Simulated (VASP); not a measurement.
Here is a VASP 6.6.1 calculation.

Contents of INCAR:

```
SYSTEM = NaI
PREC = Accurate ; ENCUT = 500
EDIFF = 1E-6 ; ISMEAR = 0
SIGMA = 0.05 ; LREAL = .False.
LASPH = .True. ; NELM = 120
ALGO = Normal ; ISIF = 2
LWAVE = .False. ; LCHARG = .False.
GGA = PE ; NBANDS = 22
GGA_COMPAT = .False.
```

Contents of KPOINTS:

```
regular mesh
0
Gamma
  6 8 4
  0 0 0
```

The input POSCAR:

```
NaI
1.0
    4.6222093067      0.0000000000      0.0000000000
    0.0000000000      4.2697016003      0.0000000000
    0.0000000000      0.0000000000      7.7983840000
Na I
2 2
Direct
    0.2500000000      0.5000000000      0.2750310000
    0.7500000000      0.5000000000      0.7249690000
    0.2500000000      0.0000000000      0.7424270000
    0.7500000000      0.0000000000      0.2575730000
```

Potentials or basis: VASP PAW PBE potentials, release 64 (Na_pv, I).

The run is started by

```sh
$ cat potpaw_PBE.64/Na_pv/POTCAR potpaw_PBE.64/I/POTCAR > POTCAR
$ mpirun -np 1 vasp_std > vasp.out
```

What does it give for the largest force?

0.029 eV/Å.

Predict the band gap on the k mesh.

2.75 eV (least direct gap 2.97 eV).

Estimate the pressure.

0.2 GPa.

Stress tensor (GPa, compression positive):
```
0.15 0.00 0.00
0.00 0.10 0.00
0.00 0.00 0.20
```

Caveat: spin-orbit coupling is left out, which moves the levels of the heavy elements. A k mesh can miss the band edges.
